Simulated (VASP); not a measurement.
**TePb: relaxation of cell and atoms with RPBE+D3(BJ)**

The system is TePb.

```xyz
2
Lattice="0.0000 3.2310 3.2310 3.2310 0.0000 3.2310 3.2310 3.2310 0.0000" Properties=species:S:1:pos:R:3 pbc="T T T"
Pb    0.0000    0.0000    0.0000
Te    3.2310    3.2310    3.2310
```

- Program: VASP 6.6.1
- Task: relaxation of cell and atoms
- Functional: RPBE
- Dispersion: D3(BJ)
- Potentials or basis: VASP PAW PBE potentials, release 64 (Pb_d, Te)
- Cutoff: 600 eV
- k mesh: 7 × 7 × 7
- Occupations: fermi-dirac, width 0.05 eV
- Spin: no spin polarisation
- Dipole correction: no
- Further INCAR settings: ALGO = Normal; EDIFF = 1e-06; IBRION = 2; EDIFFG = -0.01; NSW = 80; ISIF = 3

```yaml
Relaxed_volume: 26.96 Å³/atom
Relaxed_cell: a = 4.241 Å, b = 4.241 Å, c = 4.241 Å, α = 60.00°, β = 60.00°, γ = 60.00°
Space_group_after_relaxing_to_0.05_Å: Fm-3m (No. 225)
Energy_gained_by_relaxing: 272.8 meV/atom
Ionic_steps: 6
Pressure_after_relaxing: 0.0 GPa
Dispersion_energy_per_atom: -2.643 eV
```

The path:
```csv
step,energy change (eV),largest force (eV/Å),pressure (GPa),volume (Å³)
1,0.0000,0.0000,-10.48,67.46
2,-0.3596,0.0000,11.42,48.13
3,-0.5455,0.0000,-0.17,54.03
4,-0.5454,0.0000,0.22,53.78
5,-0.5454,0.0000,-0.18,54.05
6,-0.5455,0.0000,0.01,53.93
```

Final structure:
```
CELL_PARAMETERS angstrom
0.00000 2.99862 2.99862
2.99862 0.00000 2.99862
2.99862 2.99862 0.00000
ATOMIC_POSITIONS crystal
Pb 0.00000 0.00000 0.00000
Te 0.50000 0.50000 0.50000
```

Levels at points of the mesh, in eV from the Fermi level:
```csv
k point,band 8,band 9,band 10,band 11,band 12,band 13
"(0.00, 0.00, 0.00)",-2.56,-2.56,-2.56,4.03,4.03,4.03
```

Run time: 2.4 min on 1 thread of Intel Xeon 6975P-C, on a shared host, peak memory 0.27 GiB.

Caveat: this odd mesh misses L, where the gap lies, so gap, dielectric constants and Born charges aren't listed; the volume moved by over 15 % at a fixed basis, so the end points are rough; the PAW data sets were made with another functional, which shifts forces and pressure a little; spin-orbit coupling is left out, which moves the levels of the heavy elements; the volume moved by -20 % from the deposited cell, more than functionals usually miss.
